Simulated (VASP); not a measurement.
# Sb: single point with r2SCAN

Sb:

```xyz
1
Lattice="-1.5765 1.5765 2.7119 1.5765 -1.5765 2.7119 1.5765 1.5765 -2.7119" Properties=species:S:1:pos:R:3 pbc="T T T"
Sb    0.0000    0.0000    0.0000
```

| Property | Result |
| --- | --- |
| Program | VASP 6.6.1 |
| Task | single point |
| Functional | r2SCAN |
| Potentials or basis | VASP PAW PBE potentials, release 64 (Sb) |
| Cutoff | 520 eV |
| k mesh | 3 × 3 × 3 |
| Occupations | fermi-dirac, width 0.01 eV |
| Spin | no spin polarisation |
| Dipole correction | no |
| Further INCAR settings | ALGO = Normal; EDIFF = 1e-06; NBANDS = 8 |

- Pressure: 2.8 GPa

Stress tensor (GPa, compression positive):
```
 10.14   0.00   0.00
  0.00  10.14   0.00
  0.00   0.00 -11.74
```

Levels at points of the mesh, in eV from the Fermi level:
| k point | band 1 | band 2 | band 3 | band 4 | band 5 | band 6 |
| --- | --- | --- | --- | --- | --- | --- |
| (0.00, 0.00, 0.00) | -13.51 | 4.93 | 5.86 | 5.86 | 9.89 | 11.32 |

It took 9 s on 1 thread of Intel(R) Xeon(R) Platinum 8559C (Emerald Rapids), on a shared host, peak memory 0.16 GiB.

Caveat: the k points lie up to 0.94 Å⁻¹ apart; the PAW data sets were made with another functional, which shifts forces and pressure a little; spin-orbit coupling is left out, which moves the levels of the heavy elements.
